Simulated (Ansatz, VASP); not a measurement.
# Two plane-wave programs on Si2W

File INCAR:

```
SYSTEM = Si2W
PREC = Accurate ; ENCUT = 520
EDIFF = 1E-6 ; ISMEAR = 0
SIGMA = 0.15 ; LREAL = .FALSE.
LASPH = .TRUE. ; NELM = 60
ALGO = Normal ; ISIF = 2
LWAVE = .FALSE. ; LCHARG = .TRUE.
GGA = CA ; LELF = .TRUE.
LVHAR = .TRUE. ; NBANDS = 18
```

File KPOINTS:

```
Automatic mesh
0
G
  18 18 18
  0 0 0
```

The input POSCAR:

```
Si2W
1.0
   -1.6685459133      1.6685459133      3.5416555556
    1.6685459133     -1.6685459133      3.5416555556
    1.6685459133      1.6685459133     -3.5416555556
Si W
2 1
Direct
    0.3453817857      0.3453817857      0.0000000000
    0.6546182143      0.6546182143      0.0000000000
    0.0000000000      0.0000000000      0.0000000000
```

Input for Ansatz:

```yaml
crystal:
  lattice:
    - [-1.6685459133, 1.6685459133, 3.5416555556]
    - [1.6685459133, -1.6685459133, 3.5416555556]
    - [1.6685459133, 1.6685459133, -3.5416555556]
  atoms:
    - { symbol: Si, position: [0.3453817857, 0.3453817857, 0.0] }
    - { symbol: Si, position: [0.6546182143, 0.6546182143, 0.0] }
    - { symbol: W, position: [0.0, 0.0, 0.0] }
basis:
  ecutwfc: 420
kpoints:
  mp_grid: { grid: [18, 18, 18] }
hamiltonian:
  xc: lda
  pseudopotentials: { kind: paw, azcp: { folder: soft_1 } }
scf:
  occupations: { method: gaussian, width: 0.15 }
output:
  forces: true
  stress: true
  eigenvalues: true
```

Alike in both runs: task single point; functional LDA; k mesh 18 × 18 × 18; occupations gaussian, width 0.15 eV; no spin polarisation.

|  | VASP | Ansatz |
| --- | --- | --- |
| version | VASP 6.6.1 | Ansatz 0.2.0 |
| potentials or method | VASP PAW LDA potentials, release 64 (Si, W_sv), cutoff 520 eV | scalar-relativistic, plane waves, PAW |
| valence electrons in the cell | 22 | 22 |

```csv
,VASP,Ansatz,Ansatz less VASP
gap on the k mesh at the Fermi level (eV),none,none,-
pressure (GPa),11.7,11.0,-0.67
"traceless stress, the component that is largest in VASP (GPa)",48.68,48.67,-0.009
rms of the force components (eV/Å),1.351,1.358,+0.0070
```

Ansatz warns that its potentials were made for another functional, while VASP's fit it. LDA's correlation is that of Perdew and Zunger in VASP and of Perdew and Wang (1992) in Ansatz. Atom by atom the forces differ by 0.007 eV/Å (rms over components). A gap of «none» marks a metal or a gap that the smearing closes.

Spin-orbit coupling is off throughout.
